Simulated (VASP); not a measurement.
Set up this calculation in VASP 6.6.1, as the native input.

| Property | Result |
| --- | --- |
| Task | single point |
| Functional | PBE |
| Potentials or basis | VASP PAW PBE potentials, release 64 (Zr_sv, N) |
| Cutoff | 600 eV |
| k mesh | 11 × 11 × 11 |
| Occupations | methfessel-paxton, width 0.15 eV |
| Spin | no spin polarisation |
| Dipole correction | no |
| Further INCAR settings | ALGO = Normal; EDIFF = 1e-06; NBANDS = 16 |

The structure of ZrN lies in POSCAR:

```
ZrN
1.0
    0.0000000000      2.2610094167      2.2610094167
    2.2610094167      0.0000000000      2.2610094167
    2.2610094167      2.2610094167      0.0000000000
Zr N
1 1
Direct
    0.5000000000      0.5000000000      0.5000000000
    0.0000000000      0.0000000000      0.0000000000
```

One way to write it, as run:

INCAR

```
PREC     = Accurate       # precision mode
ENCUT    = 600            # plane-wave cutoff, eV
EDIFF    = 1E-6           # SCF threshold, eV
ISMEAR   = 1              # smearing method
SIGMA    = 0.15           # smearing width, eV
LREAL    = F              # projectors in reciprocal space
LASPH    = T              # aspherical terms in the spheres
NELM     = 120            # most SCF steps
ALGO     = Normal         # electronic algorithm
ISIF     = 2              # what is computed and relaxed
LWAVE    = F              # write WAVECAR
LCHARG   = F              # write CHGCAR
GGA      = PE             # functional
NBANDS   = 16             # bands
GGA_COMPAT= F
```

KPOINTS

```
Automatic mesh
0
Gamma
  11 11 11
```

Potentials or basis: VASP PAW PBE potentials, release 64 (Zr_sv, N).

Command:

```console
$ cat potpaw_PBE.64/Zr_sv/POTCAR potpaw_PBE.64/N/POTCAR > POTCAR
$ mpirun -np 1 vasp_std > vasp.out
```

Results of the run:

```
Pressure               : 13.5 GPa
Band gap on the k mesh : zero (an odd number of electrons rules out a gap without spin polarisation)
```

Caveat: the cell stands under pressure.

Run time: 63 s on 1 thread of AMD EPYC 7R43 64-Core Processor (Zen 3), on a shared host, peak memory 0.13 GiB.
